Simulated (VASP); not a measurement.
# SnS (Pnma) in VASP: electric field gradients with r2SCAN

Aim: the electric field gradients of SnS with r2SCAN.

Everything below comes from runs of VASP 6.6.1. Logs are shortened: lines on timing, memory, paths and dates and some standing lists are left out, and cuts for length are marked.

**1. The cell of the first run**

Symmetry: Pnma, No. 62, orthorhombic system. Conventional cell: a = 11.392 Å, b = 3.957 Å, c = 4.533 Å, α = 90.00°, β = 90.00°, γ = 90.00°. Sn (site symmetry m) has 6 S at 2.63 to 3.52 Å and 2 Sn at 3.60 Å within 3.7 Å. S (site symmetry m) has 6 Sn at 2.63 to 3.52 Å and 4 S at 3.74 Å within 3.8 Å.

**2. Electric field gradients, r2SCAN**

The input, POSCAR:

```
SnS
1.0
   11.3920185100      0.0000000000      0.0000000000
    0.0000000000      3.9568552100      0.0000000000
    0.0000000000      0.0000000000      4.5328106900
Sn S
4 4
Direct
    0.6216327500      0.2500000000      0.3695398400
    0.3783672500      0.7500000000      0.6304601600
    0.8783672500      0.7500000000      0.8695398400
    0.1216327500      0.2500000000      0.1304601600
    0.3474974600      0.2500000000      0.0105968000
    0.6525025400      0.7500000000      0.9894032000
    0.1525025400      0.7500000000      0.5105968000
    0.8474974600      0.2500000000      0.4894032000
```

The input, INCAR.step1:

```
PREC     = Accurate       # precision mode
ENCUT    = 440            # plane-wave cutoff, eV
ISMEAR   = -1             # smearing method
SIGMA    = 0.01           # smearing width, eV
LREAL    = False          # projectors in reciprocal space
LASPH    = True           # aspherical terms in the spheres
NELM     = 120            # most SCF steps
NBANDS   = 50             # bands
GGA      = PE             # functional
ALGO     = Normal         # electronic algorithm
EDIFF    = 1E-5           # SCF threshold, eV
LWAVE    = True           # write WAVECAR
LCHARG   = False          # write CHGCAR
GGA_COMPAT= False
```

The input, INCAR.step2:

```
PREC     = Accurate       # precision mode
ENCUT    = 440            # plane-wave cutoff, eV
EDIFF    = 1E-8           # SCF threshold, eV
ISMEAR   = -1             # smearing method
SIGMA    = 0.01           # smearing width, eV
LREAL    = False          # projectors in reciprocal space
LASPH    = True           # aspherical terms in the spheres
NELM     = 120            # most SCF steps
ALGO     = Normal         # electronic algorithm
ISIF     = 2              # what is computed and relaxed
LWAVE    = False          # write WAVECAR
LCHARG   = False          # write CHGCAR
METAGGA  = R2SCAN         # meta-GGA
LMIXTAU  = True         
LEFG     = True         
NBANDS   = 50             # bands
ISTART   = 1            
GGA_COMPAT= False
```

The input, KPOINTS:

```
regular mesh
0
Gamma
  3 8 7
```

Potentials or basis: VASP PAW PBE potentials, release 64 (Sn_d, S).

Command:

```
> cat potpaw_PBE.64/Sn_d/POTCAR potpaw_PBE.64/S/POTCAR > POTCAR
> cp INCAR.step1 INCAR
> mpirun -np 1 vasp_std > vasp.out
> cp INCAR.step2 INCAR
> mpirun -np 1 vasp_std > vasp.out
```

OUTCAR:

```text
PREC = Accurate
   ENCUT = 440
   EDIFF = 1E-8
   ISMEAR = -1
   LREAL = False
   LASPH = True
   NELM = 120
   ISIF = 2
   METAGGA = R2SCAN
   ISTART = 1

 ion  position               nearest neighbor table
   1  0.622  0.250  0.370-   8 2.63   6 2.65   6 2.65   2 3.60   2 3.60
   2  0.378  0.750  0.630-   7 2.63   5 2.65   5 2.65   1 3.60   1 3.60
   3  0.878  0.750  0.870-   6 2.63   8 2.65   8 2.65   4 3.60   4 3.60
   4  0.122  0.250  0.130-   5 2.63   7 2.65   7 2.65   3 3.60   3 3.60
   5  0.347  0.250  0.011-   4 2.63   2 2.65   2 2.65
   6  0.653  0.750  0.989-   3 2.63   1 2.65   1 2.65
   7  0.153  0.750  0.511-   2 2.63   4 2.65   4 2.65
   8  0.847  0.250  0.489-   1 2.63   3 2.65   3 2.65

  LATTYP: Found a simple orthorhombic cell.
 ALAT       =     3.9568552100
 B/A-ratio  =     1.1455588970
 C/A-ratio  =     2.8790587235

  Lattice vectors:

 A1 = (   0.0000000000,   3.9568552100,   0.0000000000)
 A2 = (   0.0000000000,   0.0000000000,   4.5328106900)
 A3 = (  11.3920185100,   0.0000000000,   0.0000000000)

Analysis of symmetry for initial positions (statically):
=====================================================================
 Subroutine PRICEL returns:
 Original cell was already a primitive cell.

 Routine SETGRP: Setting up the symmetry group for a
 simple orthorhombic supercell.

 Subroutine GETGRP returns: Found  8 space group operations
 (whereof  2 operations were pure point group operations)
 out of a pool of  8 trial point group operations.

The static configuration has the point symmetry S_2 .
 The point group associated with its full space group is D_2h.

Analysis of symmetry for dynamics (positions and initial velocities):
=====================================================================
 Subroutine PRICEL returns:
 Original cell was already a primitive cell.

 Routine SETGRP: Setting up the symmetry group for a
 simple orthorhombic supercell.

 Subroutine GETGRP returns: Found  8 space group operations
 (whereof  2 operations were pure point group operations)
 out of a pool of  8 trial point group operations.

The dynamic configuration has the point symmetry S_2 .
 The point group associated with its full space group is D_2h.

 Subroutine INISYM returns: Found  8 space group operations
 (whereof  2 operations are pure point group operations),
 and found     1 'primitive' translations

----------------------------------------------------------------------------------------

                                     Primitive cell

  volume of cell :     204.3235

  direct lattice vectors                    reciprocal lattice vectors
    11.392018510  0.000000000  0.000000000     0.087780756  0.000000000  0.000000000
     0.000000000  3.956855210  0.000000000     0.000000000  0.252725952  0.000000000
     0.000000000  0.000000000  4.532810690     0.000000000  0.000000000  0.220613670

  length of vectors
    11.392018510  3.956855210  4.532810690     0.087780756  0.252725952  0.220613670

  position of ions in fractional coordinates (direct lattice)
     0.621632750  0.250000000  0.369539840
     0.378367250  0.750000000  0.630460160
     0.878367250  0.750000000  0.869539840
     0.121632750  0.250000000  0.130460160
     0.347497460  0.250000000  0.010596800
     0.652502540  0.750000000  0.989403200
     0.152502540  0.750000000  0.510596800
     0.847497460  0.250000000  0.489403200

  ion indices of the primitive-cell ions
   primitive index   ion index
                 1           1
                 2           2
                 3           3
                 4           4
                 5           5
                 6           6
                 7           7
                 8           8

----------------------------------------------------------------------------------------

[... 73 lines left out ...]
   IBRION =     -1    ionic relax: 0-MD 1-quasi-New 2-CG
   NFREE  =      0    steps in history (QN), initial steepest desc. (CG)
   ISIF   =      2    stress and relaxation
   ISYM   =      2    0-nonsym 1-usesym 2-fastsym
   POTIM  = 0.5000    time-step for ionic-motion
   TEBEG  =    0.0;   TEEND  =   0.0 temperature during run
   PSTRESS=    0.0 pullay stress
   NELECT =      80.0000    total number of electrons
   NUPDOWN=      -1.0000    fix difference up-down
   EMIN   =  10.00;   EMAX   =-10.00  energy-range for DOS
   EFERMI =   0.00;   METHOD = LEGACY
   ISMEAR =    -1;   SIGMA  =   0.01  broadening in eV -4-tet -1-fermi 0-gaus
   EFERMI_NEDOS =   21; number of points for ismear=-14 and -15
   IALGO  =     38    algorithm
   IMIX   =      4    mixing-type and parameters
     AMIX     =   0.40;   BMIX     =  1.00
     AMIX_MAG =   1.60;   BMIX_MAG =  1.00
  volume/ion in A,a.u.               =      25.54       172.36
  Fermi-wavevector in a.u.,A,eV,Ry     =   1.197656  2.263241 19.515916  1.434379
  Thomas-Fermi vector in A             =   2.333565
   LORBIT       =      0    0 simple, 1 ext, 2 COOP (PROOUT), +10 PAW based schemes
   METAGGA = R2SCAN    functional components
   LHFCALC =     F    Hartree Fock is set to
   AEXX    =    0.0000 exact exchange contribution
   IVDW    =     0    specifies the selected vdW correction
   LEPSILON=     F    determine dielectric tensor
   LRPA    =     F    only Hartree local field effects (RPA)
 non-spin polarized calculation
  energy-cutoff  :      440.00
  volume of cell :      204.32
 maximum number of plane-waves:      4314
 NGX is ok and might be reduce to    80
   NGX = 39   NGY = 13   NGZ = 15

 number of electron      79.9999985 magnetization

 Free energy of the ion-electron system (eV)
  ---------------------------------------------------
  ext. energy  EPLUGINS =         0.00000000
  ---------------------------------------------------
  free energy    TOTEN  =      -134.88088415 eV

  energy without entropy =     -134.88088415  energy(sigma->0) =     -134.88088415

 E-fermi :   5.6965     XC(G=0): -10.1407

 val. band max:        5.4331662042   @ k =   0.0000   0.0000   0.4286
 cond. band min:       6.6556970969   @ k =   0.0000   0.3750   0.0000
 fundamental gap:      1.2225308927
 Fermi energy:         5.6965375061

 k-point     1 :       0.0000    0.0000    0.0000
  band No.  band energies     occupation
      1     -16.4597      2.00000
      2     -16.4451      2.00000
      3     -16.4337      2.00000
      4     -16.4251      2.00000
      5     -16.4237      2.00000
      6     -16.4204      2.00000
[... 1261 lines left out ...]
     49      10.1131      0.00000
     50      10.3294      0.00000

 [... further k-points ...]

------------------------ aborting loop because EDIFF is reached ----------------------------------------

  FORCE on cell =-STRESS in cart. coord.  units (eV):
  Direction    XX          YY          ZZ          XY          YZ          ZX
  --------------------------------------------------------------------------------------
  -------------------------------------------------------------------------------------
  Total        0.0241267      0.0348375     -0.0427568      0.0000000     -0.0000000      0.0000000
  in kB        0.1891867      0.2731741     -0.3352717      0.0000000     -0.0000000      0.0000000
  external PRESSURE =       0.0423630 kB  Pullay stress =       0.0000000 kB

 VOLUME and BASIS-vectors are now :
 -----------------------------------------------------------------------------
  energy-cutoff  :      440.00
  volume of cell :      204.32
      direct lattice vectors                 reciprocal lattice vectors
    11.392018510  0.000000000  0.000000000     0.087780756  0.000000000  0.000000000
     0.000000000  3.956855210  0.000000000     0.000000000  0.252725952  0.000000000
     0.000000000  0.000000000  4.532810690     0.000000000  0.000000000  0.220613670

 POSITION                                       TOTAL-FORCE (eV/Angst)
 -----------------------------------------------------------------------------------
      7.08165      0.98921      1.67505        -0.014365      0.000000     -0.016555
      4.31037      2.96764      2.85776         0.014365      0.000000      0.016555
     10.00638      2.96764      3.94146         0.014365     -0.000000     -0.016555
      1.38564      0.98921      0.59135        -0.014365      0.000000      0.016555
      3.95870      0.98921      0.04803         0.017881     -0.000000     -0.008709
      7.43332      2.96764      4.48478        -0.017881      0.000000      0.008709
      1.73731      2.96764      2.31444        -0.017881     -0.000000     -0.008709
      9.65471      0.98921      2.21837         0.017881     -0.000000      0.008709
 -----------------------------------------------------------------------------------
    total drift:                               -0.000000      0.000000     -0.000000

  FREE ENERGIE OF THE ION-ELECTRON SYSTEM (eV)
  ---------------------------------------------------
  free  energy   TOTEN  =      -134.8808841508 eV

  energy  without entropy=     -134.8808841508  energy(sigma->0) =     -134.88088415

 Electric field gradients (V/A^2)
---------------------------------------------------------------------
 ion       V_xx      V_yy      V_zz      V_xy      V_xz      V_yz
---------------------------------------------------------------------
   1     -63.541    46.050    17.492     0.000   102.352     0.000
   2     -63.541    46.050    17.492     0.000   102.352    -0.000
   3     -63.541    46.050    17.492     0.000  -102.352    -0.000
   4     -63.541    46.050    17.492    -0.000  -102.352    -0.000
   5     -12.698    20.684    -7.986     0.000   -32.773    -0.000
   6     -12.698    20.684    -7.986    -0.000   -32.773     0.000
   7     -12.698    20.684    -7.986    -0.000    32.773    -0.000
   8     -12.698    20.684    -7.986     0.000    32.773     0.000
---------------------------------------------------------------------

 Electric field gradients after diagonalization (V/A^2)
 (convention: |V_zz| > |V_xx| > |V_yy|)
----------------------------------------------------------------------
 ion       V_xx      V_yy      V_zz     asymmetry (V_yy - V_xx)/ V_zz
----------------------------------------------------------------------
   1      87.055    46.050  -133.105       0.308
   2      87.055    46.050  -133.105       0.308
   3      87.055    46.050  -133.105       0.308
   4      87.055    46.050  -133.105       0.308
   5      22.516    20.684   -43.200       0.042
   6      22.516    20.684   -43.200       0.042
   7      22.516    20.684   -43.200       0.042
   8      22.516    20.684   -43.200       0.042
----------------------------------------------------------------------

           NMR quadrupolar parameters

 Cq : quadrupolar parameter    Cq=e*Q*V_zz/h
 eta: asymmetry parameters     (V_yy - V_xx)/ V_zz
 Q  : nuclear electric quadrupole moment in mb (millibarn)
----------------------------------------------------------------------
 ion       Cq(MHz)       eta       Q (mb)
----------------------------------------------------------------------
   1      -0.322       0.308       1.000
   2      -0.322       0.308       1.000
   3      -0.322       0.308       1.000
   4      -0.322       0.308       1.000
   5      -0.104       0.042       1.000
   6      -0.104       0.042       1.000
   7      -0.104       0.042       1.000
   8      -0.104       0.042       1.000
----------------------------------------------------------------------
```

It took 11 min on 1 thread of Intel Xeon Platinum 8488C (Sapphire Rapids), shared host; peak memory 0.43 GiB.

Results:

* Free energy: -134.8809 eV
* Pressure: 0.0 GPa
* Largest force: 0.022 eV/Å
* Band gap on the k mesh: 1.22 eV (least direct gap 1.69 eV)
* Largest electric field gradient by atom: Sn -133.1; S -43.2 V/Å²

Forces in eV/Å, atoms in the order of the input:
```
Sn  -0.014  0.000 -0.017
Sn   0.014  0.000  0.017
Sn   0.014  0.000 -0.017
Sn  -0.014  0.000  0.017
S    0.018  0.000 -0.009
S   -0.018  0.000  0.009
S   -0.018  0.000 -0.009
S    0.018  0.000  0.009
```

Levels at points of the mesh, in eV from the valence-band top:
```
           k point  band 37  band 38  band 39  band 40  band 41  band 42  band 43  band 44
(0.00, 0.00, 0.00)    -1.95    -1.05    -0.90    -0.31     1.38     2.98     3.15     3.23
(0.00, 0.50, 0.00)    -1.19    -1.19    -1.04    -1.04     1.66     1.66     1.81     1.81
```

Electric field gradients, principal values (V/Å²):
```
atom   least  middle  greatest (by size)
1 Sn  46.050  87.055            -133.105
2 Sn  46.050  87.055            -133.105
3 Sn  46.050  87.055            -133.105
4 Sn  46.050  87.055            -133.105
 5 S  20.684  22.516             -43.200
 6 S  20.684  22.516             -43.200
 7 S  20.684  22.516             -43.200
 8 S  20.684  22.516             -43.200
```

Caveat: without QUAD_EFG the Cq values of the log hold for a quadrupole moment of 1 mb, not for the nuclei; the PAW data sets were made with another functional, which shifts forces and pressure a little; spin-orbit coupling is left out, which moves the levels of the heavy elements; an odd mesh through Γ misses points on the zone boundary, where band edges can lie.
